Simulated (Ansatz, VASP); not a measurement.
**One calculation of Ti2NbC3, two programs**

```
Ti Nb C
1.0
     5.22280    0.00000    0.00000
    -2.61140    4.52308    0.00000
     0.00000    0.00000    2.93079
Ti Nb C
2 1 3
Direct
  0.66667 0.33333 0.00000
  0.33333 0.66667 0.00000
  0.00000 0.00000 0.00000
  0.50000 0.00000 0.50000
  0.50000 0.50000 0.50000
  0.00000 0.50000 0.50000
```

Change from the starting cell: species swapped into the CeAl3Pd2 type (P6/mmm, No. 191).

Alike in both runs: functional PBE; k mesh 12 × 12 × 12; occupations gaussian, width 0.1 eV; no spin polarisation.

Ansatz relaxed the structure, and its values are those at the end. VASP's run is a single point on that final structure, the one shown.

|  | VASP | Ansatz |
| --- | --- | --- |
| version | VASP 6.6.1 | Ansatz 0.2.0 |
| potentials or method | VASP PAW PBE potentials, release 64 (Ti_sv, Nb_sv, C), cutoff 520 eV | scalar-relativistic, plane waves, PAW |
| valence electrons in the cell | 49 | 49 |

|  | VASP | Ansatz | Ansatz less VASP |
| --- | --- | --- | --- |
| gap on the k mesh at the Fermi level (eV) | none | none | - |
| pressure (GPa) | 0.0 | 0.0 | 0.00 |

A gap of «none» marks a metal or a gap that the smearing closes.
